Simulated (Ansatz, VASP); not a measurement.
# One calculation of Al2Pt, two programs

File INCAR:

```
SYSTEM = Al2Pt
ALGO = Normal ; DIPOL = 0.5 0.5 0.500
EDIFF = 1E-7 ; ENCUT = 520
GGA = PE ; IDIPOL = 3
ISIF = 2 ; ISMEAR = 0
LASPH = .True. ; LCHARG = .True.
LDIPOL = .True. ; LELF = .True.
LREAL = .False. ; LVACPOTAV = .True.
LVHAR = .True. ; LWAVE = .False.
NBANDS = 34 ; NELM = 100
PREC = Accurate ; SIGMA = 0.1
```

The input KPOINTS:

```
k-points
0
Gamma
  9 9 1
  0 0 0
```

The input POSCAR:

```
Al2Pt
1.0
    4.2047455503      0.0000000000      0.0000000000
   -2.1023727751      3.6414164630      0.0000000000
    0.0000000000      0.0000000000     23.5829009136
Al Pt
6 3
Direct
    0.0000000000      0.0000000000      0.3180270327
    0.3333333333      0.6666666667      0.3908162196
    0.6666666667      0.3333333333      0.4636054065
    0.0000000000      0.0000000000      0.5363945935
    0.3333333333      0.6666666667      0.6091837804
    0.6666666667      0.3333333333      0.6819729673
    0.6666666667      0.3333333333      0.3544216262
    0.3333333333      0.6666666667      0.5000000000
    0.0000000000      0.0000000000      0.6455783738
```

Input for Ansatz:

```yaml
crystal:
  lattice:
    - [4.2047455503, 0.0, 0.0]
    - [-2.1023727751, 3.641416463, 0.0]
    - [0.0, 0.0, 23.5829009136]
  atoms:
    - { symbol: Al, position: [0.0, 0.0, 0.3180270327] }
    - { symbol: Pt, position: [0.6666666667, 0.3333333333, 0.3544216262] }
    - { symbol: Al, position: [0.3333333333, 0.6666666667, 0.3908162196] }
    - { symbol: Al, position: [0.6666666667, 0.3333333333, 0.4636054065] }
    - { symbol: Pt, position: [0.3333333333, 0.6666666667, 0.5] }
    - { symbol: Al, position: [0.0, 0.0, 0.5363945935] }
    - { symbol: Al, position: [0.3333333333, 0.6666666667, 0.6091837804] }
    - { symbol: Pt, position: [0.0, 0.0, 0.6455783738] }
    - { symbol: Al, position: [0.6666666667, 0.3333333333, 0.6819729673] }
basis:
  ecutwfc: 420
kpoints:
  mp_grid: { grid: [9, 9, 1] }
hamiltonian:
  xc: pbe
scf:
  occupations: { method: gaussian, width: 0.1 }
  mixing: { beta: 0.02 }
  max_iter: 54
output:
  forces: true
  stress: true
  eigenvalues: true
efield:
  axis: 3
  dipole_correction: true
  ramp_width: 0.04
```

Alike in both runs: task single point; functional PBE; k mesh 9 × 9 × 1; occupations gaussian, width 0.1 eV; no spin polarisation.

```csv
,VASP,Ansatz
version,VASP 6.6.1,Ansatz 0.2.0
potentials or method,"VASP PAW PBE potentials, release 64 (Al, Pt), cutoff 520 eV","scalar-relativistic, plane waves, PAW"
valence electrons in the cell,48,72
```

Ansatz gave:

| Item | Value |
| --- | --- |
| gap on the k mesh at the Fermi level (eV) | none |
| rms of the force components (eV/Å) | 0.219 |
| work function, face that differs most (eV) | 4.02 |

Estimate VASP's values.

gap on the k mesh at the Fermi level (eV): none; rms of the force components (eV/Å): 0.220; work function, face that differs most (eV): 4.03.

A gap of «none» marks a metal or a gap that the smearing closes. VASP's potentials hold 48 valence electrons a cell and Ansatz's 72, so a difference there can come from the potentials and not from the codes.

Spin-orbit coupling is off throughout.
